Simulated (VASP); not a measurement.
Write the native input for VASP 6.6.1 that does the following.

- Task: single point
- Functional: HSE06
- Potentials or basis: VASP PAW PBE potentials, release 64 (Cs_sv, H)
- Cutoff: 520 eV
- k mesh: 4 × 4 × 4
- Occupations: gaussian, width 0.01 eV
- Spin: no spin polarisation
- Dipole correction: no
- Grid for exact exchange (PRECFOCK): Normal
- Further INCAR settings: ALGO = Normal; EDIFF = 1e-07; NBANDS = 12
- Share of exact exchange: 0.25
- Screening parameter: 0.2079 1/Å

CsH:

```
Cs H
1.0
     0.00000    3.47770    3.53520
     3.47770    0.00000    3.53520
     3.47770    3.47770    0.00000
Cs H
1 1
Direct
  0.00000 0.00000 0.00000
  0.25000 0.25000 0.25000
```

This cell differs from its parent crystal: epitaxial xy strain -0.5%.

One way to write it, as run:

POSCAR

```
CsH
1.0
    0.0000000000      3.4776987439      3.5352038094
    3.4776987439      0.0000000000      3.5352038094
    3.4776987439      3.4776987439      0.0000000000
Cs H
1 1
Direct
    0.0000000000      0.0000000000      0.0000000000
    0.2500000000      0.2500000000      0.2500000000
```

INCAR.step1

```
SYSTEM = CsH
PREC     = Accurate       ! precision mode
ENCUT    = 520            ! plane-wave cutoff, eV
EDIFF    = 1E-5           ! SCF threshold, eV
ISMEAR   = 0              ! smearing method
SIGMA    = 0.01           ! smearing width, eV
LREAL    = .False.        ! projectors in reciprocal space
LASPH    = .True.         ! aspherical terms in the spheres
NELM     = 80             ! most SCF steps
ALGO     = Normal         ! electronic algorithm
ISIF     = 2              ! what is computed and relaxed
LWAVE    = .True.         ! write WAVECAR
LCHARG   = .False.        ! write CHGCAR
GGA      = PE             ! functional
NBANDS   = 12             ! bands
```

INCAR.step2

```
SYSTEM = CsH
PREC     = Accurate       ! precision mode
ENCUT    = 520            ! plane-wave cutoff, eV
EDIFF    = 1E-7           ! SCF threshold, eV
ISMEAR   = 0              ! smearing method
SIGMA    = 0.01           ! smearing width, eV
LREAL    = .False.        ! projectors in reciprocal space
LASPH    = .True.         ! aspherical terms in the spheres
NELM     = 80             ! most SCF steps
ALGO     = Normal         ! electronic algorithm
ISIF     = 2              ! what is computed and relaxed
LWAVE    = .False.        ! write WAVECAR
LCHARG   = .False.        ! write CHGCAR
GGA      = PE             ! functional
LHFCALC  = .True.         ! exact exchange
HFSCREEN = 0.2079         ! screening, 1/A
PRECFOCK = Normal       
ISTART   = 1            
NBANDS   = 12             ! bands
```

KPOINTS

```
Automatic mesh
0
Gamma
  4 4 4
  0 0 0
```

Potentials or basis: VASP PAW PBE potentials, release 64 (Cs_sv, H).

Command:

```bash
$ cat potpaw_PBE.64/Cs_sv/POTCAR potpaw_PBE.64/H/POTCAR > POTCAR
$ cp INCAR.step1 INCAR
$ mpirun -np 1 vasp_std > vasp.out
$ cp INCAR.step2 INCAR
$ mpirun -np 1 vasp_std > vasp.out
```

It gave:

```yaml
Pressure: 0.0 GPa
Band_gap_on_the_k_mesh: 3.77 eV (least direct gap 3.79 eV)
```

Caveat: the cell differs from its parent crystal (epitaxial xy strain -0.5%); the structure was generated, so it needn't be the stable form of CsH; the PAW data sets were made with another functional, which shifts forces and pressure a little; spin-orbit coupling is left out, which moves the levels of the heavy elements.

Run time: 6.3 min on 1 thread of Intel(R) Xeon(R) 6975P-C (Granite Rapids) (shared host), peak memory 0.34 GiB.
